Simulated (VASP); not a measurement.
# GaSb3 (Fm-3m) in VASP: relaxation of cell and atoms with r2SCAN

Aim: the relaxation of cell and atoms of GaSb3 with r2SCAN.

All numbers are computed with VASP 6.6.1; they aren't measurements. Logs are shortened: lines on timing, memory, paths and dates and some standing lists are left out, and cuts for length are marked.

## (1) The cell of the first run

Symmetry: Fm-3m, No. 225, cubic system. Conventional cell: a = 7.461 Å, b = 7.461 Å, c = 7.461 Å, α = 90.00°, β = 90.00°, γ = 90.00°. Within 4.3 Å of Ga (site symmetry m-3m) lie 14 Sb at 3.23 to 3.73 Å. Sb (site symmetry -43m) has 4 Ga at 3.23 Å and 10 Sb at 3.23 to 3.73 Å within 4.3 Å. Sb (site symmetry m-3m) has 8 Sb at 3.23 Å and 6 Ga at 3.73 Å within 4.3 Å.

## (2) Relaxation of cell and atoms, r2SCAN

Contents of POSCAR:

```
GaSb3
1.0
    0.0000000000      3.7305950000      3.7305950000
    3.7305950000      0.0000000000      3.7305950000
    3.7305950000      3.7305950000      0.0000000000
Ga Sb
1 3
Direct
    0.0000000000      0.0000000000      0.0000000000
    0.2500000000      0.2500000000      0.2500000000
    0.7500000000      0.7500000000      0.7500000000
    0.5000000000      0.5000000000      0.5000000000
```

Contents of INCAR.step1:

```
PREC = Accurate
ENCUT = 600
ISMEAR = 0
SIGMA = 0.1
LREAL = F
LASPH = T
NELM = 100
GGA = PE
ALGO = Normal
EDIFF = 1E-4
LWAVE = T
LCHARG = F
```

Contents of INCAR.step2:

```
PREC = Accurate
ENCUT = 600
EDIFF = 1E-6
ISMEAR = 0
SIGMA = 0.1
LREAL = F
LASPH = T
NELM = 100
ALGO = Normal
ISIF = 3
LWAVE = F
LCHARG = F
METAGGA = R2SCAN
LMIXTAU = T
IBRION = 2
NSW = 100
EDIFFG = -0.01
ISTART = 1
```

Contents of KPOINTS:

```
Automatic mesh
0
Gamma
  12 12 12
```

Potentials or basis: VASP PAW PBE potentials, release 64 (Ga_d, Sb).

The run is started by

```bash
cat potpaw_PBE.64/Ga_d/POTCAR potpaw_PBE.64/Sb/POTCAR > POTCAR
cp INCAR.step1 INCAR
mpirun -np 1 vasp_std > vasp.out
cp INCAR.step2 INCAR
mpirun -np 1 vasp_std > vasp.out
```

OUTCAR:

```text
PREC = Accurate
   ENCUT = 600
   EDIFF = 1E-6
   ISMEAR = 0
   LREAL = F
   LASPH = T
   NELM = 100
   ISIF = 3
   METAGGA = R2SCAN
   IBRION = 2
   NSW = 100
   EDIFFG = -0.01
   ISTART = 1

 ion  position               nearest neighbor table
   1  0.000  0.000  0.000-   3 3.23   3 3.23   3 3.23   2 3.23   3 3.23   2 3.23   2 3.23   2 3.23

   2  0.250  0.250  0.250-   1 3.23   1 3.23   1 3.23   1 3.23   4 3.23   4 3.23   4 3.23   4 3.23
                             3 3.73   3 3.73   3 3.73   3 3.73   3 3.73   3 3.73
   3  0.750  0.750  0.750-   4 3.23   4 3.23   4 3.23   1 3.23   4 3.23   1 3.23   1 3.23   1 3.23
                             2 3.73   2 3.73   2 3.73   2 3.73   2 3.73   2 3.73
   4  0.500  0.500  0.500-   2 3.23   2 3.23   2 3.23   2 3.23   3 3.23   3 3.23   3 3.23   3 3.23

  LATTYP: Found a face centered cubic cell.
 ALAT       =     7.4611900000

  Lattice vectors:

 A1 = (   0.0000000000,   3.7305950000,   3.7305950000)
 A2 = (   3.7305950000,   0.0000000000,   3.7305950000)
 A3 = (   3.7305950000,   3.7305950000,   0.0000000000)

Analysis of symmetry for initial positions (statically):
=====================================================================
 Subroutine PRICEL returns:
 Original cell was already a primitive cell.

 Routine SETGRP: Setting up the symmetry group for a
 face centered cubic supercell.

 Subroutine GETGRP returns: Found 48 space group operations
 (whereof 48 operations were pure point group operations)
 out of a pool of 48 trial point group operations.

The static configuration has the point symmetry O_h .

Analysis of symmetry for dynamics (positions and initial velocities):
=====================================================================
 Subroutine PRICEL returns:
 Original cell was already a primitive cell.

 Routine SETGRP: Setting up the symmetry group for a
 face centered cubic supercell.

 Subroutine GETGRP returns: Found 48 space group operations
 (whereof 48 operations were pure point group operations)
 out of a pool of 48 trial point group operations.

The dynamic configuration has the point symmetry O_h .

 Subroutine INISYM returns: Found 48 space group operations
 (whereof 48 operations are pure point group operations),
 and found     1 'primitive' translations

----------------------------------------------------------------------------------------

                                     Primitive cell

  volume of cell :     103.8399

  direct lattice vectors                    reciprocal lattice vectors
     0.000000000  3.730595000  3.730595000    -0.134026878  0.134026878  0.134026878
     3.730595000  0.000000000  3.730595000     0.134026878 -0.134026878  0.134026878
     3.730595000  3.730595000  0.000000000     0.134026878  0.134026878 -0.134026878

  length of vectors
     5.275858045  5.275858045  5.275858045     0.232141362  0.232141362  0.232141362

  position of ions in fractional coordinates (direct lattice)
     0.000000000  0.000000000  0.000000000
     0.250000000  0.250000000  0.250000000
     0.750000000  0.750000000  0.750000000
     0.500000000  0.500000000  0.500000000

  ion indices of the primitive-cell ions
   primitive index   ion index
                 1           1
                 2           2
                 3           3
                 4           4

----------------------------------------------------------------------------------------

 KPOINTS: Automatic mesh

Automatic generation of k-mesh.
 Grid dimensions read from file:
 generate k-points for:   12   12   12

 Generating k-lattice:

  Cartesian coordinates                     Fractional coordinates (reciprocal lattice)
    -0.011168906  0.011168906  0.011168906     0.083333333  0.000000000  0.000000000
     0.011168906 -0.011168906  0.011168906     0.000000000  0.083333333  0.000000000
     0.011168906  0.011168906 -0.011168906     0.000000000  0.000000000  0.083333333

  Length of vectors
     0.019345113  0.019345113  0.019345113

  Shift w.r.t. Gamma in fractional coordinates (k-lattice)
     0.000000000  0.000000000  0.000000000

 Subroutine IBZKPT returns following result:
 ===========================================

 Found     72 irreducible k-points:

 Following reciprocal coordinates:
            Coordinates               Weight
  0.000000  0.000000  0.000000      1.000000
  0.083333  0.000000  0.000000      8.000000
  0.166667  0.000000  0.000000      8.000000
  0.250000  0.000000  0.000000      8.000000
  0.333333  0.000000  0.000000      8.000000
  0.416667  0.000000  0.000000      8.000000
[... 16 lines left out ...]
  0.500000  0.166667  0.000000     24.000000
 -0.416667  0.166667  0.000000     24.000000
 [... further k-points ...]
   k-points           NKPTS =     72   k-points in BZ     NKDIM =     72   number of bands    NBANDS=     18
   number of dos      NEDOS =    301   number of ions     NIONS =      4
   total plane-waves  NPLWV =  74088
   dimension x,y,z NGX =    42 NGY =   42 NGZ =   42
   dimension x,y,z NGXF=    84 NGYF=   84 NGZF=   84
   ions per type =               1   3
   NGX,Y,Z   is equivalent  to a cutoff of  13.23, 13.23, 13.23 a.u.
   NGXF,Y,Z  is equivalent  to a cutoff of  26.47, 26.47, 26.47 a.u.
 SYSTEM =  unknown system
   PREC   = accura    normal or accurate (medium, high low for compatibility)
   ISTART =      1    job   : 0-new  1-cont  2-samecut
   ICHARG =      0    charge: 1-file 2-atom 10-const
   ISPIN  =      1    spin polarized calculation?
   LNONCOLLINEAR =      F non collinear calculations
   LSORBIT =      F    spin-orbit coupling
   LASPH  =      T    aspherical Exc in radial PAW
   ENCUT  =  600.0 eV  44.10 Ry    6.64 a.u.  10.54 10.54 10.54*2*pi/ulx,y,z
   NELM   =    100;   NELMIN=  2; NELMDL=  0     # of ELM steps
   EDIFF  = 0.1E-05   stopping-criterion for ELM
   LREAL  =      F    real-space projection
   EDIFFG = -.1E-01   stopping-criterion for IOM
   NSW    =    100    number of steps for IOM
   IBRION =      2    ionic relax: 0-MD 1-quasi-New 2-CG
   NFREE  =      1    steps in history (QN), initial steepest desc. (CG)
   ISIF   =      3    stress and relaxation
   ISYM   =      2    0-nonsym 1-usesym 2-fastsym
   POTIM  = 0.5000    time-step for ionic-motion
   TEBEG  =    0.0;   TEEND  =   0.0 temperature during run
   PSTRESS=    0.0 pullay stress
   NELECT =      28.0000    total number of electrons
   NUPDOWN=      -1.0000    fix difference up-down
   EMIN   =  10.00;   EMAX   =-10.00  energy-range for DOS
   EFERMI =   0.00;   METHOD = LEGACY
   ISMEAR =     0;   SIGMA  =   0.10  broadening in eV -4-tet -1-fermi 0-gaus
   EFERMI_NEDOS =   21; number of points for ismear=-14 and -15
   IALGO  =     38    algorithm
   IMIX   =      4    mixing-type and parameters
     AMIX     =   0.40;   BMIX     =  1.00
     AMIX_MAG =   1.60;   BMIX_MAG =  1.00
  volume/ion in A,a.u.               =      25.96       175.19
  Fermi-wavevector in a.u.,A,eV,Ry     =   1.057644  1.998657 15.219617  1.118610
  Thomas-Fermi vector in A             =   2.192924
   LORBIT       =      0    0 simple, 1 ext, 2 COOP (PROOUT), +10 PAW based schemes
   METAGGA = R2SCAN    functional components
   LHFCALC =     F    Hartree Fock is set to
   AEXX    =    0.0000 exact exchange contribution
   IVDW    =     0    specifies the selected vdW correction
   LEPSILON=     F    determine dielectric tensor
   LRPA    =     F    only Hartree local field effects (RPA)
 conjugate gradient relaxation of ions
 non-spin polarized calculation
 Gauss-broadening in eV      SIGMA  =   0.10
  energy-cutoff  :      600.00
  volume of cell :      103.84
 maximum number of plane-waves:      3497
   NGX = 21   NGY = 21   NGZ = 21

--------------------------------------- Ionic step        1  -------------------------------------------

 number of electron      28.0000008 magnetization

 Free energy of the ion-electron system (eV)
  ---------------------------------------------------
  ext. energy  EPLUGINS =         0.00000000
  ---------------------------------------------------
  free energy    TOTEN  =       -87.20564089 eV

  energy without entropy =      -87.19555048  energy(sigma->0) =      -87.20059568

------------------------ aborting loop because EDIFF is reached ----------------------------------------

  FORCE on cell =-STRESS in cart. coord.  units (eV):
  Direction    XX          YY          ZZ          XY          YZ          ZX
  --------------------------------------------------------------------------------------
  -------------------------------------------------------------------------------------
  Total       -0.9618911     -0.9618911     -0.9618911      0.0000000      0.0000000     -0.0000000
  in kB      -14.8413087    -14.8413087    -14.8413087      0.0000000      0.0000000     -0.0000000
  external PRESSURE =     -14.8413087 kB  Pullay stress =       0.0000000 kB
[... 61 lines left out ...]
  energy  without entropy=      -87.2077257189  energy(sigma->0) =      -87.21260319

--------------------------------------- Ionic step        3  -------------------------------------------

 number of electron      28.0000009 magnetization

 Free energy of the ion-electron system (eV)
  ---------------------------------------------------
  ext. energy  EPLUGINS =         0.00000000
  ---------------------------------------------------
  free energy    TOTEN  =       -87.21870435 eV

  energy without entropy =      -87.20898449  energy(sigma->0) =      -87.21384442

 E-fermi :   7.6740     XC(G=0): -10.9567

 val. band max:        7.6662726380   @ k =   0.4167   0.2500   0.0000
 cond. band min:       7.6896902882   @ k =  -0.4167   0.3333   0.1667
 fundamental gap:      0.0234176502
 Fermi energy:         7.6740056009

 k-point     1 :       0.0000    0.0000    0.0000
  band No.  band energies     occupation
      1      -7.6763      2.00000
      2      -7.6763      2.00000
      3      -7.6763      2.00000
      4      -7.6602      2.00000
      5      -7.6602      2.00000
      6      -5.5322      2.00000
[... 10 lines left out ...]
     17       6.9097      2.00000
     18       6.9097      2.00000
[... 466 lines left out ...]
      2      -7.6756      2.00000
      3      -7.6731      2.00000
      4      -7.6618      2.00000
      5      -7.6608      2.00000
      6      -3.6951      2.00000
[... 10 lines left out ...]
     17      10.5031      0.00000
     18      11.4251      0.00000

 [... further k-points ...]

------------------------ aborting loop because EDIFF is reached ----------------------------------------

  FORCE on cell =-STRESS in cart. coord.  units (eV):
  Direction    XX          YY          ZZ          XY          YZ          ZX
  --------------------------------------------------------------------------------------
  -------------------------------------------------------------------------------------
  Total        0.0029872      0.0029872      0.0029872     -0.0000000      0.0000000      0.0000000
  in kB        0.0473462      0.0473462      0.0473462     -0.0000000      0.0000000      0.0000000
  external PRESSURE =       0.0473462 kB  Pullay stress =       0.0000000 kB
[... 19 lines left out ...]
  FREE ENERGIE OF THE ION-ELECTRON SYSTEM (eV)
  ---------------------------------------------------
  free  energy   TOTEN  =       -87.2187043500 eV

  energy  without entropy=      -87.2089844873  energy(sigma->0) =      -87.21384442

 reached required accuracy - stopping structural energy minimisation
```

Run time: 30 min. Hardware: 1 thread of Oxide Virtual Turin-like, shared host; peak memory 0.38 GiB.

Results:

```yaml
Free_energy: -87.2187 eV
Relaxed_volume: 25.27 Å³/atom
Relaxed_cell: a = 5.229 Å, b = 5.229 Å, c = 5.229 Å, α = 60.00°, β = 60.00°, γ = 60.00°
Space_group_after_relaxing_to_0.1_Å: Fm-3m (No. 225)
Energy_gained_by_relaxing: 3.3 meV/atom
Ionic_steps: 3
Pressure_after_relaxing: 0.0 GPa
```

Step by step:
| step | energy change (eV) | largest force (eV/Å) | pressure (GPa) | volume (Å³) |
| --- | --- | --- | --- | --- |
| 1 | 0.0000 | 0.0000 | -1.48 | 103.84 |
| 2 | -0.0118 | 0.0000 | 0.49 | 100.27 |
| 3 | -0.0131 | 0.0000 | 0.00 | 101.09 |

Final structure:
```
Ga Sb
1.0
     0.00000    3.69733    3.69733
     3.69733    0.00000    3.69733
     3.69733    3.69733    0.00000
Ga Sb
1 3
Direct
  0.00000 0.00000 0.00000
  0.25000 0.25000 0.25000
  0.75000 0.75000 0.75000
  0.50000 0.50000 0.50000
```

Caveat: the highest band is partly filled, so the run has too few bands; the PAW data sets were made with another functional, which shifts forces and pressure a little; spin-orbit coupling is left out, which moves the levels of the heavy elements.
